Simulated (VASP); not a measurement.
# MgO2 (R-3m) in VASP: a series of runs, part 2 of 2

VASP 6.6.1.

## 4. Single point, r2SCAN (strain +0.030 along x and y, -0.015 along z)

File POSCAR:

```
MgO2
1.0
    1.6529038465      0.9543044807      3.4415691918
   -1.6529038465      0.9543044807      3.4415691918
    0.0000000000     -1.9086089614      3.4415691918
Mg O
1 2
Direct
    0.0000000000      0.0000000000      0.0000000000
    0.4287860000      0.4287860000      0.4287860000
    0.5712140000      0.5712140000      0.5712140000
```

File INCAR.step1:

```
  ALGO = Normal
  EDIFF = 1E-4
  ENCUT = 520
  GGA = PE
  ISMEAR = 0
  LASPH = True
  LCHARG = False
  LREAL = False
  LWAVE = True
  NBANDS = 14
  NELM = 80
  PREC = Accurate
  SIGMA = 0.05
```

File INCAR.step2:

```
  ALGO = Normal
  EDIFF = 1E-7
  ENCUT = 520
  ISIF = 2
  ISMEAR = 0
  ISTART = 1
  LASPH = True
  LCHARG = False
  LMIXTAU = True
  LREAL = False
  LWAVE = False
  METAGGA = R2SCAN
  NBANDS = 14
  NELM = 80
  PREC = Accurate
  SIGMA = 0.05
```

File KPOINTS:

```
k-points
0
Gamma
  12 12 12
```

Potentials or basis: VASP PAW PBE potentials, release 64 (Mg, O).

Launch:

```sh
$ cat potpaw_PBE.64/Mg/POTCAR potpaw_PBE.64/O/POTCAR > POTCAR
$ cp INCAR.step1 INCAR
$ mpirun -np 1 vasp_std > vasp.out
$ cp INCAR.step2 INCAR
$ mpirun -np 1 vasp_std > vasp.out
```

OUTCAR:

```text
EDIFF = 1E-7
   ENCUT = 520
   ISIF = 2
   ISMEAR = 0
   ISTART = 1
   LASPH = True
   LREAL = False
   METAGGA = R2SCAN
   NELM = 80
   PREC = Accurate

 ion  position               nearest neighbor table
   1  0.000  0.000  0.000-   3 2.15   2 2.15   3 2.15   3 2.15   2 2.15   2 2.15
   2  0.429  0.429  0.429-   3 1.47   1 2.15   1 2.15   1 2.15
   3  0.571  0.571  0.571-   2 1.47   1 2.15   1 2.15   1 2.15

  LATTYP: Found a trigonal (rhomboedric) cell.
 ALAT       =     3.9353763060
 COS(alpha) =     0.6471804487

  Lattice vectors:

 A1 = (   1.6529038465,   0.9543044807,   3.4415691918)
 A2 = (  -1.6529038465,   0.9543044807,   3.4415691918)
 A3 = (   0.0000000000,  -1.9086089614,   3.4415691918)

Analysis of symmetry for initial positions (statically):
=====================================================================
 Subroutine PRICEL returns:
 Original cell was already a primitive cell.

 Routine SETGRP: Setting up the symmetry group for a
 trigonal (rhombohedral) supercell.

 Subroutine GETGRP returns: Found 12 space group operations
 (whereof 12 operations were pure point group operations)
 out of a pool of 12 trial point group operations.

The static configuration has the point symmetry D_3d.

Analysis of symmetry for dynamics (positions and initial velocities):
=====================================================================
 Subroutine PRICEL returns:
 Original cell was already a primitive cell.

 Routine SETGRP: Setting up the symmetry group for a
 trigonal (rhombohedral) supercell.

 Subroutine GETGRP returns: Found 12 space group operations
 (whereof 12 operations were pure point group operations)
 out of a pool of 12 trial point group operations.

The dynamic configuration has the point symmetry D_3d.

 Subroutine INISYM returns: Found 12 space group operations
 (whereof 12 operations are pure point group operations),
 and found     1 'primitive' translations

----------------------------------------------------------------------------------------

                                     Primitive cell

  volume of cell :      32.5718

  direct lattice vectors                    reciprocal lattice vectors
     1.652903847  0.954304481  3.441569192     0.302497935  0.174647264  0.096855043
    -1.652903847  0.954304481  3.441569192    -0.302497935  0.174647264  0.096855043
     0.000000000 -1.908608961  3.441569192     0.000000000 -0.349294528  0.096855043

  length of vectors
     3.935376306  3.935376306  3.935376306     0.362474229  0.362474229  0.362474229

  position of ions in fractional coordinates (direct lattice)
     0.000000000  0.000000000  0.000000000
     0.428786000  0.428786000  0.428786000
     0.571214000  0.571214000  0.571214000

  ion indices of the primitive-cell ions
   primitive index   ion index
                 1           1
                 2           2
                 3           3

----------------------------------------------------------------------------------------

 KPOINTS: k-points

Automatic generation of k-mesh.
 Grid dimensions read from file:
[... 47 lines left out ...]
   k-points           NKPTS =    189   k-points in BZ     NKDIM =    189   number of bands    NBANDS=     14
   number of dos      NEDOS =    301   number of ions     NIONS =      3
   total plane-waves  NPLWV =  27000
   dimension x,y,z NGX =    30 NGY =   30 NGZ =   30
   dimension x,y,z NGXF=    60 NGYF=   60 NGZF=   60
   ions per type =               1   2
   NGX,Y,Z   is equivalent  to a cutoff of  12.67, 12.67, 12.67 a.u.
   NGXF,Y,Z  is equivalent  to a cutoff of  25.35, 25.35, 25.35 a.u.
 SYSTEM =  unknown system
   PREC   = accura    normal or accurate (medium, high low for compatibility)
   ISTART =      1    job   : 0-new  1-cont  2-samecut
   ICHARG =      0    charge: 1-file 2-atom 10-const
   ISPIN  =      1    spin polarized calculation?
   LNONCOLLINEAR =      F non collinear calculations
   LSORBIT =      F    spin-orbit coupling
   LASPH  =      T    aspherical Exc in radial PAW
   ENCUT  =  520.0 eV  38.22 Ry    6.18 a.u.   7.32  7.32  7.32*2*pi/ulx,y,z
   NELM   =     80;   NELMIN=  2; NELMDL=  0     # of ELM steps
   EDIFF  = 0.1E-06   stopping-criterion for ELM
   LREAL  =      F    real-space projection
   EDIFFG = 0.1E-05   stopping-criterion for IOM
   NSW    =      0    number of steps for IOM
   IBRION =     -1    ionic relax: 0-MD 1-quasi-New 2-CG
   NFREE  =      0    steps in history (QN), initial steepest desc. (CG)
   ISIF   =      2    stress and relaxation
   ISYM   =      2    0-nonsym 1-usesym 2-fastsym
   POTIM  = 0.5000    time-step for ionic-motion
   TEBEG  =    0.0;   TEEND  =   0.0 temperature during run
   PSTRESS=    0.0 pullay stress
   NELECT =      14.0000    total number of electrons
   NUPDOWN=      -1.0000    fix difference up-down
   EMIN   =  10.00;   EMAX   =-10.00  energy-range for DOS
   EFERMI =   0.00;   METHOD = LEGACY
   ISMEAR =     0;   SIGMA  =   0.05  broadening in eV -4-tet -1-fermi 0-gaus
   EFERMI_NEDOS =   21; number of points for ismear=-14 and -15
   IALGO  =     38    algorithm
   IMIX   =      4    mixing-type and parameters
     AMIX     =   0.40;   BMIX     =  1.00
     AMIX_MAG =   1.60;   BMIX_MAG =  1.00
  volume/ion in A,a.u.               =      10.86        73.27
  Fermi-wavevector in a.u.,A,eV,Ry     =   1.235483  2.334724 20.768178  1.526418
  Thomas-Fermi vector in A             =   2.370131
   LORBIT       =      0    0 simple, 1 ext, 2 COOP (PROOUT), +10 PAW based schemes
   METAGGA = R2SCAN    functional components
   LHFCALC =     F    Hartree Fock is set to
   AEXX    =    0.0000 exact exchange contribution
   IVDW    =     0    specifies the selected vdW correction
   LEPSILON=     F    determine dielectric tensor
   LRPA    =     F    only Hartree local field effects (RPA)
 non-spin polarized calculation
 Gauss-broadening in eV      SIGMA  =   0.05
  energy-cutoff  :      520.00
  volume of cell :       32.57
 maximum number of plane-waves:       901
 NGX is ok and might be reduce to    30
   NGX = 15   NGY = 15   NGZ = 15

 number of electron      13.9999999 magnetization

 Free energy of the ion-electron system (eV)
  ---------------------------------------------------
  ext. energy  EPLUGINS =         0.00000000
  ---------------------------------------------------
  free energy    TOTEN  =       -21.44442511 eV

  energy without entropy =      -21.44442511  energy(sigma->0) =      -21.44442511

 E-fermi :   2.3657     XC(G=0): -10.5043

 val. band max:        2.1081594586   @ k =   0.5000   0.5000   0.5000
 cond. band min:       5.3974775337   @ k =   0.5000   0.5000   0.5000
 fundamental gap:      3.2893180751
 Fermi energy:         2.3656664556

 k-point     1 :       0.0000    0.0000    0.0000
  band No.  band energies     occupation
      1     -20.3480      2.00000
      2     -13.1374      2.00000
      3      -5.3815      2.00000
      4      -1.5682      2.00000
      5      -1.5682      2.00000
      6       1.2787      2.00000
      7       1.2787      2.00000
      8       6.7522      0.00000
      9       7.9585      0.00000
     10      15.1335      0.00000
     11      17.1338      0.00000
     12      17.1338      0.00000
     13      17.2622      0.00000
     14      18.8930      0.00000
[... 377 lines left out ...]
      1     -19.9109      2.00000
      2     -13.5169      2.00000
      3      -4.5012      2.00000
      4      -3.6449      2.00000
      5      -2.1842      2.00000
      6       0.7045      2.00000
      7       1.1355      2.00000
      8       7.2774      0.00000
      9      11.5143      0.00000
     10      12.3805      0.00000
     11      15.2592      0.00000
     12      17.2139      0.00000
     13      17.7549      0.00000
     14      19.4084      0.00000

 [... further k-points ...]

------------------------ aborting loop because EDIFF is reached ----------------------------------------

  FORCE on cell =-STRESS in cart. coord.  units (eV):
  Direction    XX          YY          ZZ          XY          YZ          ZX
  --------------------------------------------------------------------------------------
  -------------------------------------------------------------------------------------
  Total       -2.6611959     -2.6611959      0.3108554      0.0000000      0.0000000      0.0000000
  in kB     -130.9016500   -130.9016500     15.2906771      0.0000000      0.0000000      0.0000000
  external PRESSURE =     -82.1708743 kB  Pullay stress =       0.0000000 kB

 VOLUME and BASIS-vectors are now :
 -----------------------------------------------------------------------------
  energy-cutoff  :      520.00
  volume of cell :       32.57
      direct lattice vectors                 reciprocal lattice vectors
     1.652903847  0.954304481  3.441569192     0.302497935  0.174647264  0.096855043
    -1.652903847  0.954304481  3.441569192    -0.302497935  0.174647264  0.096855043
     0.000000000 -1.908608961  3.441569192     0.000000000 -0.349294528  0.096855043

 POSITION                                       TOTAL-FORCE (eV/Angst)
 -----------------------------------------------------------------------------------
      0.00000      0.00000      0.00000        -0.000000     -0.000000     -0.000000
      0.00000      0.00000      4.42709         0.000000      0.000000     -0.856072
      0.00000      0.00000      5.89762         0.000000      0.000000      0.856072
 -----------------------------------------------------------------------------------
    total drift:                                0.000000     -0.000000      0.000000

  FREE ENERGIE OF THE ION-ELECTRON SYSTEM (eV)
  ---------------------------------------------------
  free  energy   TOTEN  =       -21.4444251061 eV

  energy  without entropy=      -21.4444251061  energy(sigma->0) =      -21.44442511
```

Wall time 7.5 min (1 thread of Intel Xeon Platinum 8259CL at 2.50GHz (Skylake/Cascade Lake), shared host); peak memory 0.23 GiB.

What came out:

```
Free energy            : -21.4444 eV
Pressure               : -8.2 GPa
Largest force          : 0.856 eV/Å
Band gap on the k mesh : 3.29 eV
```

Forces in eV/Å, atoms in the order of the input:
```
Mg   0.000  0.000  0.000
O    0.000  0.000 -0.856
O    0.000  0.000  0.856
```

Levels at points of the mesh, in eV from the valence-band top:
```csv
k point,band 5,band 6,band 7,band 8,band 9,band 10
"(0.00, 0.00, 0.00)",-3.68,-0.83,-0.83,4.64,5.85,13.03
"(0.50, 0.00, 0.00)",-3.94,-1.28,-0.92,5.21,8.81,10.19
"(0.50, 0.50, 0.00)",-4.66,-1.98,-0.06,4.55,7.96,11.01
"(0.50, 0.50, 0.50)",-4.20,0.00,0.00,3.29,5.10,10.06
```

Caveat: the cell differs from its parent crystal (strain +0.030 along x and y, -0.015 along z); the cell stands under tension; the PAW data sets were made with another functional, which shifts forces and pressure a little.

## 5. Summary

```tsv
cell	gap on the mesh (eV)	pressure (GPa)	largest force (eV/Å)
a = 3.863 Å, angles 49.1°, 3 atoms	3.59	0.3	1.04
a = 3.942 Å, angles 47.3°, 3 atoms	2.87	-2.7	0.15
a = 3.935 Å, angles 49.7°, 3 atoms	3.29	-8.2	0.86
```

Alike in all rows: task single point; level r2SCAN; potentials or basis VASP PAW PBE potentials, release 64 (Mg, O); no spin polarisation; k mesh 12 × 12 × 12; cutoff (eV) 520; smearing gaussian 0.05 eV.

Caveats: the PAW data sets were made with another functional, which shifts forces and pressure a little; the cell stands under tension (at least some runs).

Total energies depend on the potentials used, so only differences within one code and one set of settings carry meaning.
